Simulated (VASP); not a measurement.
# Ti3H in VASP: single point with PBE

Aim: the single point of Ti3H with PBE.

Everything below comes from runs of VASP 6.6.1. Logs are shortened: lines on timing, memory, paths and dates and some standing lists are left out, and cuts for length are marked.

### 1 The cell of the first run

The cell holds a slab with vacuum, 4 atoms: a = 2.908 Å, b = 2.908 Å, c = 19.306 Å, α = 90.00°, β = 90.00°, γ = 90.00°.

### 2 Single point, PBE

File INCAR:

```
SYSTEM = Ti3H
ALGO = Normal
DIPOL = 0.5 0.5 0.348
EDIFF = 1E-7
ENCUT = 520
GGA = PE
IDIPOL = 3
ISIF = 2
ISMEAR = 0
LASPH = .TRUE.
LCHARG = .FALSE.
LDIPOL = .TRUE.
LREAL = .FALSE.
LWAVE = .FALSE.
NBANDS = 26
NELM = 80
PREC = Accurate
SIGMA = 0.1
```

File KPOINTS:

```
k-points
0
G
  9 9 1
  0 0 0
```

File POSCAR:

```
Ti3H
1.0
    2.9075446922      0.0000000000      0.0000000000
    0.0000000000      2.9075446922      0.0000000000
    0.0000000000      0.0000000000     19.3059825228
Ti H
3 1
Direct
    0.5000000000      0.5000000000      0.2071896623
    0.0000000000      0.0000000000      0.3057583538
    0.5000000000      0.5000000000      0.4043297208
    0.6666666667      0.8333333333      0.4763746237
```

Potentials or basis: VASP PAW PBE potentials, release 64 (Ti_sv, H).

Command:

```sh
cat potpaw_PBE.64/Ti_sv/POTCAR potpaw_PBE.64/H/POTCAR > POTCAR
mpirun -np 1 vasp_std > vasp.out
```

OUTCAR:

```text
SYSTEM = Ti3H
   EDIFF = 1E-7
   ENCUT = 520
   GGA = PE
   ISIF = 2
   ISMEAR = 0
   LASPH = .TRUE.
   LREAL = .FALSE.
   NELM = 80
   PREC = Accurate

 ion  position               nearest neighbor table
   1  0.500  0.500  0.207-   2 2.80   2 2.80   2 2.80   2 2.80
   2  0.000  0.000  0.306-   1 2.80   1 2.80   1 2.80   1 2.80   3 2.80   3 2.80   3 2.80   3 2.80

   3  0.500  0.500  0.404-   4 1.76   2 2.80   2 2.80   2 2.80   2 2.80
   4  0.667  0.833  0.476-   3 1.76

  LATTYP: Found a simple tetragonal cell.
 ALAT       =     2.9075446922
 C/A-ratio  =     6.6399607114

  Lattice vectors:

 A1 = (   2.9075446922,   0.0000000000,   0.0000000000)
 A2 = (   0.0000000000,   2.9075446922,   0.0000000000)
 A3 = (   0.0000000000,   0.0000000000,  19.3059825228)

Analysis of symmetry for initial positions (statically):
=====================================================================
 Subroutine PRICEL returns:
 Original cell was already a primitive cell.

 Routine SETGRP: Setting up the symmetry group for a
 simple tetragonal supercell.

 Subroutine GETGRP returns: Found  1 space group operations
 (whereof  1 operations were pure point group operations)
 out of a pool of 16 trial point group operations.

The static configuration has the point symmetry C_1 .

Analysis of symmetry for dynamics (positions and initial velocities):
=====================================================================
 Subroutine PRICEL returns:
 Original cell was already a primitive cell.

 Routine SETGRP: Setting up the symmetry group for a
 simple tetragonal supercell.

 Subroutine GETGRP returns: Found  1 space group operations
 (whereof  1 operations were pure point group operations)
 out of a pool of 16 trial point group operations.

The dynamic configuration has the point symmetry C_1 .

 Subroutine INISYM returns: Found  1 space group operations
 (whereof  1 operations are pure point group operations),
 and found     1 'primitive' translations

----------------------------------------------------------------------------------------

                                     Primitive cell

  volume of cell :     163.2092

  direct lattice vectors                    reciprocal lattice vectors
     2.907544692  0.000000000  0.000000000     0.343932804  0.000000000  0.000000000
     0.000000000  2.907544692  0.000000000     0.000000000  0.343932804  0.000000000
     0.000000000  0.000000000 19.305982523     0.000000000  0.000000000  0.051797416

[... 95 lines left out ...]
   POTIM  = 0.5000    time-step for ionic-motion
   TEBEG  =    0.0;   TEEND  =   0.0 temperature during run
   PSTRESS=    0.0 pullay stress
   NELECT =      37.0000    total number of electrons
   NUPDOWN=      -1.0000    fix difference up-down
   EMIN   =  10.00;   EMAX   =-10.00  energy-range for DOS
   EFERMI =   0.00;   METHOD = LEGACY
   ISMEAR =     0;   SIGMA  =   0.10  broadening in eV -4-tet -1-fermi 0-gaus
   EFERMI_NEDOS =   21; number of points for ismear=-14 and -15
   IALGO  =     38    algorithm
   IMIX   =      4    mixing-type and parameters
     AMIX     =   0.40;   BMIX     =  1.00
     AMIX_MAG =   1.60;   BMIX_MAG =  1.00
  volume/ion in A,a.u.               =      40.80       275.35
  Fermi-wavevector in a.u.,A,eV,Ry     =   0.998222  1.886366 13.557489  0.996447
  Thomas-Fermi vector in A             =   2.130431
   LORBIT       =      0    0 simple, 1 ext, 2 COOP (PROOUT), +10 PAW based schemes
   GGA     = PE    functional components
   LHFCALC =     F    Hartree Fock is set to
   AEXX    =    0.0000 exact exchange contribution
   IVDW    =     0    specifies the selected vdW correction
   LEPSILON=     F    determine dielectric tensor
   LRPA    =     F    only Hartree local field effects (RPA)
 non-spin polarized calculation
 Gauss-broadening in eV      SIGMA  =   0.10
  energy-cutoff  :      520.00
  volume of cell :      163.21
 maximum number of plane-waves:      4439
 NGX is ok and might be reduce to    24
   NGX = 11   NGY = 11   NGZ = 71

 dipolmoment           0.000000      0.000000     -0.155465 electrons x Angstroem

 number of electron      37.0000013 magnetization

 dipolmoment           0.000000      0.000000      0.077650 electrons x Angstroem

 Free energy of the ion-electron system (eV)
  ---------------------------------------------------
  ext. energy  EPLUGINS =         0.00000000
  ---------------------------------------------------
  free energy    TOTEN  =       -25.18829844 eV

  energy without entropy =      -25.15491899  energy(sigma->0) =      -25.17160871

 E-fermi :  -0.3385     XC(G=0):  -4.8062

 val. band max:       -0.3479657305   @ k =   0.3333   0.4444   0.0000
 cond. band min:      -0.3245592481   @ k =   0.2222   0.4444   0.0000
 fundamental gap:      0.0234064824
 Fermi energy:        -0.3384528774

 k-point     1 :       0.0000    0.0000    0.0000
  band No.  band energies     occupation
      1     -57.1583      2.00000
      2     -57.1386      2.00000
      3     -56.7466      2.00000
      4     -33.5938      2.00000
      5     -33.4535      2.00000
      6     -33.2383      2.00000
[... 685 lines left out ...]
     25       1.4437      0.00000
     26       1.9954      0.00000

 [... further k-points ...]

------------------------ aborting loop because EDIFF is reached ----------------------------------------

 vacuum level on the upper side and lower side of the slab       (xc-potential included)         0.629        -1.047

  FORCE on cell =-STRESS in cart. coord.  units (eV):
  Direction    XX          YY          ZZ          XY          YZ          ZX
  --------------------------------------------------------------------------------------
  -------------------------------------------------------------------------------------
  Total       -1.0307626     -1.1114534      1.1296473      0.1532147      1.1859367      0.4010549
  in kB      -10.1186959    -10.9108137     11.0894178      1.5040638     11.6419948      3.9370390
  external PRESSURE =      -3.3133639 kB  Pullay stress =       0.0000000 kB

 VOLUME and BASIS-vectors are now :
 -----------------------------------------------------------------------------
  energy-cutoff  :      520.00
  volume of cell :      163.21
      direct lattice vectors                 reciprocal lattice vectors
     2.907544692  0.000000000  0.000000000     0.343932804  0.000000000  0.000000000
     0.000000000  2.907544692  0.000000000     0.000000000  0.343932804  0.000000000
     0.000000000  0.000000000 19.305982523     0.000000000  0.000000000  0.051797416

 POSITION                                       TOTAL-FORCE (eV/Angst)
 -----------------------------------------------------------------------------------
      1.45377      1.45377      4.00000         0.009498      0.021639      0.025486
      0.00000      0.00000      5.90297         0.029170     -0.021531     -0.664826
      1.45377      1.45377      7.80598        -0.393020     -0.882502      0.647943
      1.93836      2.42295      9.19688         0.354351      0.882394     -0.008603
 -----------------------------------------------------------------------------------
    total drift:                                0.000029      0.000063     -0.000399

  FREE ENERGIE OF THE ION-ELECTRON SYSTEM (eV)
  ---------------------------------------------------
  free  energy   TOTEN  =       -25.1882984427 eV

  energy  without entropy=      -25.1549189852  energy(sigma->0) =      -25.17160871

 vacuum level on the upper side and lower side of the slab         4.888         3.168
```

OSZICAR:

```text
N       E                     dE             d eps       ncg     rms          rms(c)
DAV:   1     0.410079734241E+03    0.41008E+03   -0.20074E+04  2412   0.137E+03
DAV:   2     0.249360800516E+02   -0.38514E+03   -0.37905E+03  2304   0.436E+02
DAV:   3    -0.221287126168E+02   -0.47065E+02   -0.46278E+02  4036   0.132E+02
[... 20 lines left out ...]
DAV:  24    -0.251882881963E+02   -0.21653E-04   -0.19421E-06  2526   0.977E-03    0.390E-03
DAV:  25    -0.251882969111E+02   -0.87148E-05   -0.17793E-06  2518   0.955E-03    0.113E-03
DAV:  26    -0.251882981746E+02   -0.12635E-05   -0.29767E-07  2190   0.445E-03    0.856E-04
DAV:  27    -0.251882984025E+02   -0.22792E-06   -0.10070E-07  1618   0.225E-03    0.889E-04
DAV:  28    -0.251882984427E+02   -0.40232E-07   -0.34207E-08  1254   0.198E-03
   1 F= -.25188298E+02 E0= -.25171609E+02  d E =-.333795E-01
```

It took 2.4 min on 1 thread of Intel Xeon 6975P-C (Granite Rapids), shared host; peak memory 0.34 GiB.

What came out:

| Quantity | Value |
| --- | --- |
| Free energy | -25.1883 eV |
| Largest force | 1.163 eV/Å |

Forces on the atoms (eV/Å):
```
Ti   0.009  0.022  0.025
Ti   0.029 -0.022 -0.665
Ti  -0.393 -0.883  0.648
H    0.354  0.882 -0.009
```
